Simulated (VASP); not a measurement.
# Cd (R-3m) in VASP: single point with HSE06

Aim: the single point of Cd with HSE06.

All numbers are computed with VASP 6.6.1; they aren't measurements. Logs are shortened: lines on timing, memory, paths and dates and some standing lists are left out, and cuts for length are marked.

**1. The cell of the first run**

The structure is trigonal, space group R-3m (No. 166). Conventional cell: a = 3.216 Å, b = 3.216 Å, c = 7.348 Å, α = 90.00°, β = 90.00°, γ = 120.00°. Cd (site symmetry -3m) has 12 Cd at 3.07 to 3.22 Å within 4.0 Å.

**2. Single point, HSE06**

Contents of POSCAR:

```
Cd
1.0
    1.6080291515      0.9283960635      2.4492874100
   -1.6080291515      0.9283960635      2.4492874100
    0.0000000000     -1.8567921270      2.4492874100
Cd
1
Direct
    0.0000000000      0.0000000000      0.0000000000
```

Contents of INCAR.step1:

```
PREC = Accurate ; ENCUT = 400
EDIFF = 1E-5 ; ISMEAR = 1
SIGMA = 0.66 ; LREAL = F
LASPH = T ; NELM = 120
ALGO = Normal ; ISIF = 2
LWAVE = T ; LCHARG = F
GGA = PE ; NBANDS = 12
GGA_COMPAT = F ; ISYM = -1
```

Contents of INCAR.step2:

```
PREC = Accurate ; ENCUT = 400
EDIFF = 1E-6 ; ISMEAR = 1
SIGMA = 0.66 ; LREAL = F
LASPH = T ; NELM = 120
ALGO = Normal ; ISIF = 2
LWAVE = F ; LCHARG = F
GGA = PE ; LHFCALC = T
HFSCREEN = 0.2079 ; PRECFOCK = Normal
ISTART = 1 ; NBANDS = 12
GGA_COMPAT = F ; ISYM = -1
```

Contents of KPOINTS:

```
explicit points
27
Reciprocal
  0.08333333   0.08333333   0.08333333 1
  0.08333333   0.08333333   0.41666667 1
  0.08333333   0.08333333   0.75000000 1
  0.08333333   0.41666667   0.08333333 1
  0.08333333   0.41666667   0.41666667 1
  0.08333333   0.41666667   0.75000000 1
  0.08333333   0.75000000   0.08333333 1
  0.08333333   0.75000000   0.41666667 1
  0.08333333   0.75000000   0.75000000 1
  0.41666667   0.08333333   0.08333333 1
  0.41666667   0.08333333   0.41666667 1
  0.41666667   0.08333333   0.75000000 1
  0.41666667   0.41666667   0.08333333 1
  0.41666667   0.41666667   0.41666667 1
  0.41666667   0.41666667   0.75000000 1
  0.41666667   0.75000000   0.08333333 1
  0.41666667   0.75000000   0.41666667 1
  0.41666667   0.75000000   0.75000000 1
  0.75000000   0.08333333   0.08333333 1
  0.75000000   0.08333333   0.41666667 1
  0.75000000   0.08333333   0.75000000 1
  0.75000000   0.41666667   0.08333333 1
  0.75000000   0.41666667   0.41666667 1
  0.75000000   0.41666667   0.75000000 1
  0.75000000   0.75000000   0.08333333 1
  0.75000000   0.75000000   0.41666667 1
  0.75000000   0.75000000   0.75000000 1
```

Potentials or basis: VASP PAW PBE potentials, release 64 (Cd).

Launch:

```console
cat potpaw_PBE.64/Cd/POTCAR > POTCAR
cp INCAR.step1 INCAR
mpirun -np 1 vasp_std > vasp.out
cp INCAR.step2 INCAR
mpirun -np 1 vasp_std > vasp.out
```

OUTCAR:

```text
PREC = Accurate
   ENCUT = 400
   EDIFF = 1E-6
   ISMEAR = 1
   LREAL = F
   LASPH = T
   NELM = 120
   ISIF = 2
   GGA = PE
   LHFCALC = T
   HFSCREEN = 0.2079
   PRECFOCK = Normal
   ISTART = 1
   ISYM = -1

 ion  position               nearest neighbor table
   1  0.000  0.000  0.000-

IMPORTANT INFORMATION: All symmetrisations will be switched off!
NOSYMM: (Re-)initialisation of all symmetry stuff for point group C_1.

----------------------------------------------------------------------------------------

                                     Primitive cell

  volume of cell :      21.9391

  direct lattice vectors                    reciprocal lattice vectors
     1.608029152  0.928396064  2.449287410     0.310939637  0.179521083  0.136094005
    -1.608029152  0.928396064  2.449287410    -0.310939637  0.179521083  0.136094005
     0.000000000 -1.856792127  2.449287410     0.000000000 -0.359042166  0.136094005

  length of vectors
     3.073546131  3.073546131  3.073546131     0.383969862  0.383969862  0.383969862

  position of ions in fractional coordinates (direct lattice)
     0.000000000  0.000000000  0.000000000

  ion indices of the primitive-cell ions
   primitive index   ion index
                 1           1

----------------------------------------------------------------------------------------

 KPOINTS: explicit points

Read explicit list of k-points.

 Found     27 k-points:

 Following reciprocal coordinates:
            Coordinates               Weight
  0.083333  0.083333  0.083333      0.037037
  0.083333  0.083333  0.416667      0.037037
  0.083333  0.083333  0.750000      0.037037
  0.083333  0.416667  0.083333      0.037037
  0.083333  0.416667  0.416667      0.037037
  0.083333  0.416667  0.750000      0.037037
[... 16 lines left out ...]
  0.750000  0.416667  0.416667      0.037037
  0.750000  0.416667  0.750000      0.037037
 [... further k-points ...]
   k-points           NKPTS =     27   k-points in BZ     NKDIM =     27   number of bands    NBANDS=     12
   number of dos      NEDOS =    301   number of ions     NIONS =      1
   total plane-waves  NPLWV =   8000
   dimension x,y,z NGX =    20 NGY =   20 NGZ =   20
   dimension x,y,z NGXF=    40 NGYF=   40 NGZF=   40
   ions per type =               1
   NGX,Y,Z   is equivalent  to a cutoff of  10.82, 10.82, 10.82 a.u.
   NGXF,Y,Z  is equivalent  to a cutoff of  21.64, 21.64, 21.64 a.u.
 SYSTEM =  unknown system
   PREC   = accura    normal or accurate (medium, high low for compatibility)
   ISTART =      1    job   : 0-new  1-cont  2-samecut
   ICHARG =      0    charge: 1-file 2-atom 10-const
   ISPIN  =      1    spin polarized calculation?
   LNONCOLLINEAR =      F non collinear calculations
   LSORBIT =      F    spin-orbit coupling
   LASPH  =      T    aspherical Exc in radial PAW
   ENCUT  =  400.0 eV  29.40 Ry    5.42 a.u.   5.01  5.01  5.01*2*pi/ulx,y,z
   NELM   =    120;   NELMIN=  2; NELMDL=  0     # of ELM steps
   EDIFF  = 0.1E-05   stopping-criterion for ELM
   LREAL  =      F    real-space projection
   EDIFFG = 0.1E-04   stopping-criterion for IOM
   NSW    =      0    number of steps for IOM
   IBRION =     -1    ionic relax: 0-MD 1-quasi-New 2-CG
   NFREE  =      0    steps in history (QN), initial steepest desc. (CG)
   ISIF   =      2    stress and relaxation
   ISYM   =     -1    0-nonsym 1-usesym 2-fastsym
   POTIM  = 0.5000    time-step for ionic-motion
   TEBEG  =    0.0;   TEEND  =   0.0 temperature during run
   PSTRESS=    0.0 pullay stress
   NELECT =      12.0000    total number of electrons
   NUPDOWN=      -1.0000    fix difference up-down
   EMIN   =  10.00;   EMAX   =-10.00  energy-range for DOS
   EFERMI =   0.00;   METHOD = LEGACY
   ISMEAR =     1;   SIGMA  =   0.66  broadening in eV -4-tet -1-fermi 0-gaus
   EFERMI_NEDOS =   21; number of points for ismear=-14 and -15
   IALGO  =     38    algorithm
   IMIX   =      1    mixing-type and parameters
     AMIX     =   0.40;   BMIX     =  1.00
     AMIX_MAG =   1.60;   BMIX_MAG =  1.00
  volume/ion in A,a.u.               =      21.94       148.05
  Fermi-wavevector in a.u.,A,eV,Ry     =   1.338842  2.530044 24.388398  1.792497
  Thomas-Fermi vector in A             =   2.467280
   LORBIT       =      0    0 simple, 1 ext, 2 COOP (PROOUT), +10 PAW based schemes
   GGA     = PE    functional components
   LHFCALC =     T    Hartree Fock is set to
   PRECFOCK=normal    Normal, Fast or Accurate (Low or Medium for compatibility)
   ENCUT4O =  -1.0   cutoff for four orbital integrals eV
   NKREDX  =     1    reduce k-point grid by
   NKREDY  =     1    reduce k-point grid by
   NKREDZ  =     1    reduce k-point grid by
   AEXX    =    0.2500 exact exchange contribution
   HFSCREEN=    0.2079 screening length (either q_TF or 0.3 A-1)
   HFSCREENC=   0.2079 screening length for correlation (either q_TF or 0.3 A-1)
   ENCUTFOCK=  -1.0 apply spherical cutoff to Coloumb kernel
   IVDW    =     0    specifies the selected vdW correction
   LEPSILON=     F    determine dielectric tensor
   LRPA    =     F    only Hartree local field effects (RPA)
 non-spin polarized calculation
 Methfessel and Paxton  Order N= 1 SIGMA  =   0.66
  energy-cutoff  :      400.00
  volume of cell :       21.94
 maximum number of plane-waves:       404
 NGX is ok and might be reduce to    20
  NGX = 16; NGY = 16; NGZ = 16

 number of electron      12.0000009 magnetization

 Free energy of the ion-electron system (eV)
  ---------------------------------------------------
  ext. energy  EPLUGINS =         0.00000000
  ---------------------------------------------------
  free energy    TOTEN  =        -0.69362179 eV

  energy without entropy =       -0.69363936  energy(sigma->0) =       -0.69362765

 E-fermi :   3.2870     XC(G=0):  -9.0060

 val. band max:        2.9017588388   @ k =   0.4167   0.4167   0.7500
 cond. band min:       3.7319693004   @ k =   0.4167   0.0833   0.7500
 fundamental gap:      0.8302104616
 Fermi energy:         3.2869814324

 k-point     1 :       0.0833    0.0833    0.0833
  band No.  band energies     occupation
      1      -8.1570      2.00000
      2      -8.1570      2.00000
      3      -7.9773      2.00000
      4      -7.6465      2.00000
      5      -7.6465      2.00000
      6      -6.9194      2.00000
      7      17.0096      0.00000
      8      17.5782      0.00000
      9      17.5782      0.00000
     10      18.2590      0.00000
     11      21.9376      0.00000
     12      21.9376      0.00000

 k-point     2 :       0.0833    0.0833    0.4167
  band No.  band energies     occupation
      1      -8.4491      2.00000
      2      -8.1373      2.00000
      3      -7.9420      2.00000
      4      -7.5185      2.00000
      5      -7.3449      2.00000
      6      -2.8335      2.00000
      7       5.1964     -0.00034
      8      15.3116     -0.00000
      9      16.8430      0.00000
     10      16.9870      0.00000
     11      20.3655      0.00000
     12      20.8474      0.00000

 k-point     3 :       0.0833    0.0833    0.7500
  band No.  band energies     occupation
      1      -8.3872      2.00000
      2      -8.0947      2.00000
      3      -7.9379      2.00000
      4      -7.5820      2.00000
      5      -7.4354      2.00000
      6      -4.1144      2.00000
      7       7.4110     -0.00000
      8      14.8408     -0.00000
      9      15.7786     -0.00000
     10      17.7235      0.00000
     11      22.5973      0.00000
     12      22.7650      0.00000

 k-point     4 :       0.0833    0.4167    0.0833
  band No.  band energies     occupation
      1      -8.4491      2.00000
      2      -8.1373      2.00000
      3      -7.9420      2.00000
      4      -7.5185      2.00000
      5      -7.3449      2.00000
      6      -2.8335      2.00000
      7       5.1964     -0.00034
      8      15.3116     -0.00000
      9      16.8430      0.00000
     10      16.9870      0.00000
     11      20.3655      0.00000
     12      20.8474      0.00000

 k-point     5 :       0.0833    0.4167    0.4167
  band No.  band energies     occupation
      1      -8.6373      2.00000
      2      -8.4851      2.00000
      3      -7.4757      2.00000
      4      -7.3657      2.00000
      5      -7.1936      2.00000
      6      -1.1168      2.00000
      7       8.5006     -0.00000
      8      10.3336     -0.00000
      9      10.6410     -0.00000
     10      14.0211     -0.00000
     11      16.8635      0.00000
     12      27.7719      0.00000
[... 228 lines left out ...]
      1      -8.4885      2.00000
      2      -8.2237      2.00000
      3      -7.6535      2.00000
      4      -7.5722      2.00000
      5      -7.3946      2.00000
      6      -3.5136      2.00000
      7      10.8594     -0.00000
      8      11.7683     -0.00000
      9      12.7009     -0.00000
     10      14.5158     -0.00000
     11      18.3986      0.00000
     12      27.3904      0.00000

 k-point    22 :       0.7500    0.4167    0.0833
  band No.  band energies     occupation
      1      -8.4400      2.00000
      2      -8.1104      2.00000
      3      -7.8633      2.00000
      4      -7.5854      2.00000
      5      -7.2777      2.00000
      6       1.7521      2.00487
      7       3.7320      0.09890
      8       7.2927     -0.00000
      9      11.7237     -0.00000
     10      17.9695      0.00000
     11      23.6410      0.00000
     12      23.9870      0.00000

 k-point    23 :       0.7500    0.4167    0.4167
  band No.  band energies     occupation
      1      -8.5217      2.00000
      2      -8.2591      2.00000
      3      -7.6039      2.00000
      4      -7.5962      2.00000
      5      -7.2162      2.00000
      6       2.9018      1.82510
      7       4.9882     -0.00163
      8       6.0620     -0.00000
      9      11.0497     -0.00000
     10      14.2556     -0.00000
     11      22.6519      0.00000
     12      25.8240      0.00000

 k-point    24 :       0.7500    0.4167    0.7500
  band No.  band energies     occupation
      1      -8.2496      2.00000
      2      -8.0448      2.00000
      3      -7.8043      2.00000
      4      -7.7323      2.00000
      5      -7.5082      2.00000
      6       0.2741      2.00000
      7       4.5315     -0.02273
      8       9.0421     -0.00000
      9      13.6484     -0.00000
     10      15.3138     -0.00000
     11      23.7913      0.00000
     12      24.2766      0.00000

 [... further k-points ...]
[... 5 lines left out ...]
  --------------------------------------------------------------------------------------
  -------------------------------------------------------------------------------------
  Total       -0.0500642     -0.0500629      0.3997967     -0.0000001      0.0000002     -0.0000002
  in kB       -3.6561148     -3.6560170     29.1965519     -0.0000053      0.0000151     -0.0000152
  external PRESSURE =       7.2948067 kB  Pullay stress =       0.0000000 kB

 VOLUME and BASIS-vectors are now :
 -----------------------------------------------------------------------------
  energy-cutoff  :      400.00
  volume of cell :       21.94
      direct lattice vectors                 reciprocal lattice vectors
     1.608029152  0.928396064  2.449287410     0.310939637  0.179521083  0.136094005
    -1.608029152  0.928396064  2.449287410    -0.310939637  0.179521083  0.136094005
     0.000000000 -1.856792127  2.449287410     0.000000000 -0.359042166  0.136094005

 POSITION                                       TOTAL-FORCE (eV/Angst)
 -----------------------------------------------------------------------------------
      0.00000      0.00000      0.00000        -0.000002      0.000005      0.000000
 -----------------------------------------------------------------------------------
    total drift:                               -0.000002      0.000005      0.000000

  FREE ENERGIE OF THE ION-ELECTRON SYSTEM (eV)
  ---------------------------------------------------
  free  energy   TOTEN  =        -0.6936217899 eV

  energy  without entropy=       -0.6936393618  energy(sigma->0) =       -0.69362765
```

Wall time 2.9 min (1 thread of AMD EPYC 7R43 (Zen 3), shared host); peak memory 0.18 GiB.

What came out:

```yaml
Free_energy: -0.6936 eV
Pressure: 0.7 GPa
Band_gap_on_the_k_mesh: 0.83 eV (least direct gap 1.98 eV)
```

Caveat: so wide a smearing shifts energies and pressures; the PAW data sets were made with another functional, which shifts forces and pressure a little; a shifted mesh leaves out Γ, where band edges can lie. A k mesh can miss the band edges.
